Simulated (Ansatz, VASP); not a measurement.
**Two plane-wave programs on BeHg3Te4**

```
Be Te Hg
1.0
    -3.17041    3.17041    6.29931
     3.17041   -3.17041    6.29931
     3.17041    3.17041   -6.29931
Be Te Hg
1 4 3
Direct
  0.00000 0.00000 0.00000
  0.33775 0.33775 0.44762
  0.10986 0.66225 0.00000
  0.89014 0.89014 0.55238
  0.66225 0.10986 0.00000
  0.75000 0.25000 0.50000
  0.50000 0.50000 0.00000
  0.25000 0.75000 0.50000
```

Alike in both runs: task single point; functional PBE; k mesh 6 × 6 × 6; occupations fermi-dirac, width 0.02 eV; no spin polarisation.

```csv
,VASP,Ansatz
version,VASP 6.6.1,Ansatz 0.2.0
potentials or method,"VASP PAW PBE potentials, release 64 (Be, Te, Hg)","plane waves, PAW"
plane-wave cutoff (eV),520,420
valence electrons in the cell,62,126
```

|  | VASP | Ansatz | Ansatz less VASP |
| --- | --- | --- | --- |
| pressure (GPa) | 1.2 | 1.2 | -0.07 |
| rms of the force components (eV/Å) | 0.057 | 0.056 | -0.0014 |

The functional is the same, so the differences come from potentials, cutoffs and numerics. VASP's potentials hold 62 valence electrons a cell and Ansatz's 126, so a difference there can come from the potentials and not from the codes.

Spin-orbit coupling is off throughout.
